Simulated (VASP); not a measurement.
Wanted: the native input for a VASP 6.6.1 run.

```yaml
Task: single point
Functional: r2SCAN
Potentials_or_basis: VASP PAW PBE potentials, release 64 (Ag)
Cutoff: 520 eV
k_mesh: 12 × 12 × 1
Occupations: gaussian, width 0.1 eV
Spin: no spin polarisation
Dipole_correction: yes
Further_INCAR_settings: ALGO = Normal; EDIFF = 1e-06; NBANDS = 36
```

System: Ag, a slab with vacuum.

```
Ag
1.0
     2.90208    0.00000    0.00000
    -1.45104    2.51327    0.00000
     0.00000    0.00000   24.47814
Ag
5
Direct
  0.66667 0.33333 0.30718
  0.33333 0.66667 0.40418
  0.00000 0.00000 0.50000
  0.66667 0.33333 0.59582
  0.33333 0.66667 0.69282
```

These files were run (other wordings do the same):

POSCAR

```
Ag
1.0
    2.9020758515      0.0000000000      0.0000000000
   -1.4510379258      2.5132714111      0.0000000000
    0.0000000000      0.0000000000     24.4781400414
Ag
5
Direct
    0.6666666667      0.3333333333      0.3071825896
    0.3333333333      0.6666666667      0.4041754865
    0.0000000000      0.0000000000      0.4999999991
    0.6666666667      0.3333333333      0.5958245093
    0.3333333333      0.6666666667      0.6928174155
```

INCAR.step1

```
SYSTEM = Ag
PREC     = Accurate       ! precision mode
ENCUT    = 520            ! plane-wave cutoff, eV
ISMEAR   = 0              ! smearing method
SIGMA    = 0.1            ! smearing width, eV
LREAL    = .FALSE.        ! projectors in reciprocal space
LASPH    = .TRUE.         ! aspherical terms in the spheres
NELM     = 60             ! most SCF steps
LDIPOL   = .TRUE.       
IDIPOL   = 3            
DIPOL    = 0.5 0.5 0.500
NBANDS   = 36             ! bands
GGA      = PE             ! functional
ALGO     = Normal         ! electronic algorithm
EDIFF    = 1E-4           ! SCF threshold, eV
LWAVE    = .TRUE.         ! write WAVECAR
LCHARG   = .FALSE.        ! write CHGCAR
```

INCAR.step2

```
SYSTEM = Ag
PREC     = Accurate       ! precision mode
ENCUT    = 520            ! plane-wave cutoff, eV
EDIFF    = 1E-6           ! SCF threshold, eV
ISMEAR   = 0              ! smearing method
SIGMA    = 0.1            ! smearing width, eV
LREAL    = .FALSE.        ! projectors in reciprocal space
LASPH    = .TRUE.         ! aspherical terms in the spheres
NELM     = 60             ! most SCF steps
ALGO     = Normal         ! electronic algorithm
ISIF     = 2              ! what is computed and relaxed
LWAVE    = .FALSE.        ! write WAVECAR
LCHARG   = .FALSE.        ! write CHGCAR
LDIPOL   = .TRUE.       
IDIPOL   = 3            
DIPOL    = 0.5 0.5 0.500
METAGGA  = R2SCAN         ! meta-GGA
LMIXTAU  = .TRUE.       
NBANDS   = 36             ! bands
ISTART   = 1
```

KPOINTS

```
regular mesh
0
G
  12 12 1
  0 0 0
```

Potentials or basis: VASP PAW PBE potentials, release 64 (Ag).

Command:

```sh
$ cat potpaw_PBE.64/Ag/POTCAR > POTCAR
$ cp INCAR.step1 INCAR
$ mpirun -np 1 vasp_std > vasp.out
$ cp INCAR.step2 INCAR
$ mpirun -np 1 vasp_std > vasp.out
```

It gave:

- Largest force: 0.007 eV/Å
- Band gap on the k mesh: zero (an odd number of electrons rules out a gap without spin polarisation)

Caveat: the PAW data sets were made with another functional, which shifts forces and pressure a little.

It took 12 min on 1 thread of Intel(R) Xeon(R) 6975P-C (Granite Rapids) (shared host), peak memory 0.4 GiB.
